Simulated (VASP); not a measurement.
## ZnS (v.bA): single point with PBE

ZnS (v.bA):

```
CELL_PARAMETERS angstrom
0.00000 2.72178 2.72178
2.72178 0.00000 2.72178
2.72178 2.72178 0.00000
ATOMIC_POSITIONS crystal
Zn 0.00000 0.00000 0.00000
S 0.25000 0.25000 0.25000
```

```
Program                : VASP 6.6.1
Task                   : single point
Functional             : PBE
Potentials or basis    : VASP PAW PBE potentials, release 64 (Zn, S)
Cutoff                 : 500 eV
k mesh                 : 8 × 8 × 8
Occupations            : gaussian, width 0.02 eV
Spin                   : no spin polarisation
Dipole correction      : no
Further INCAR settings : ALGO = Normal; EDIFF = 1e-06; NBANDS = 16
```

```json
{
  "Pressure": "0.1 GPa",
  "Band gap on the k mesh": "2.02 eV, direct"
}
```

Levels at points of the mesh, in eV from the valence-band top:
| k point | band 5 | band 6 | band 7 | band 8 | band 9 | band 10 | band 11 | band 12 | band 13 | band 14 |
| --- | --- | --- | --- | --- | --- | --- | --- | --- | --- | --- |
| (0.00, 0.00, 0.00) | -5.78 | -5.78 | 0.00 | 0.00 | 0.00 | 2.02 | 6.41 | 6.41 | 6.41 | 11.74 |
| (0.50, 0.00, 0.00) | -5.75 | -5.59 | -5.15 | -0.83 | -0.83 | 3.27 | 6.94 | 6.94 | 8.79 | 12.07 |
| (0.50, 0.50, 0.00) | -5.71 | -5.57 | -4.47 | -2.14 | -2.14 | 3.46 | 4.07 | 10.83 | 11.82 | 11.82 |

Wall time 11 s on 1 thread of Intel(R) Xeon(R) Platinum 8488C (Sapphire Rapids) (shared host), peak memory 0.16 GiB.
